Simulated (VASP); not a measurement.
Here is a VASP 6.6.1 calculation.

Contents of INCAR:

```
SYSTEM = HfSi
ALGO = Normal
EDIFF = 1E-7
ENCUT = 520
GGA = CA
ISIF = 2
ISMEAR = -1
LASPH = .True.
LCHARG = .False.
LREAL = .False.
LWAVE = .False.
NBANDS = 14
NELM = 100
PREC = Accurate
SIGMA = 0.08
```

KPOINTS

```
k-points
0
Gamma
  12 12 12
  0 0 0
```

File POSCAR:

```
HfSi
1.0
    0.0000000000      2.1839016590      2.1839016590
    2.1839016590      0.0000000000      2.1839016590
    2.1839016590      2.1839016590      0.0000000000
Hf Si
1 1
Direct
    0.0000000000      0.0000000000      0.0000000000
    0.2500000000      0.2500000000      0.2500000000
```

Potentials or basis: VASP PAW LDA potentials, release 64 (Hf_pv, Si).

Run with:

```bash
$ cat potpaw_LDA.64/Hf_pv/POTCAR potpaw_LDA.64/Si/POTCAR > POTCAR
$ mpirun -np 1 vasp_std > vasp.out
```

(1) Estimate the band gap on the k mesh.

(2) What does it give for the pressure?

Results:

(1) zero (band 7 reaches 14.96 eV, above the bottom of band 8 at 10.29 eV).

(2) 299.8 GPa.

Caveat: spin-orbit coupling is left out, which moves the levels of the heavy elements.
